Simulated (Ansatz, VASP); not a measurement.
# One calculation of HfSi3, two programs

```
Hf Si
1.0
     2.81198    0.00000    0.00000
     0.00000    4.72341    0.00000
     0.00000    0.00000    5.32787
Hf Si
1 3
Direct
  0.50000 0.00000 0.50000
  0.50000 0.00000 0.00000
  0.50000 0.50000 0.23339
  0.50000 0.50000 0.76661
```

Alike in both runs: functional PBE; k mesh 16 × 10 × 10; occupations gaussian, width 0.1 eV; no spin polarisation.

Ansatz relaxed the structure, and its values are those at the end. VASP's run is a single point on that final structure, the one shown.

```csv
,VASP,Ansatz
version,VASP 6.6.1,Ansatz 0.2.0
potentials or method,"VASP PAW PBE potentials, release 64 (Hf_pv, Si), cutoff 520 eV","scalar-relativistic, plane waves, PAW"
valence electrons in the cell,22,38
```

VASP gave:

| Quantity | Value |
| --- | --- |
| gap on the k mesh at the Fermi level (eV) | none |
| pressure (GPa) | 0.0 |
| rms of the force components (eV/Å) | 0.005 |

Problem. Which values does Ansatz return?

Solution. gap on the k mesh at the Fermi level (eV): none; pressure (GPa): 0.0; rms of the force components (eV/Å): 0.001.

A gap of «none» marks a metal or a gap that the smearing closes. VASP's potentials hold 22 valence electrons a cell and Ansatz's 38, so a difference there can come from the potentials and not from the codes.

Spin-orbit coupling is off throughout.
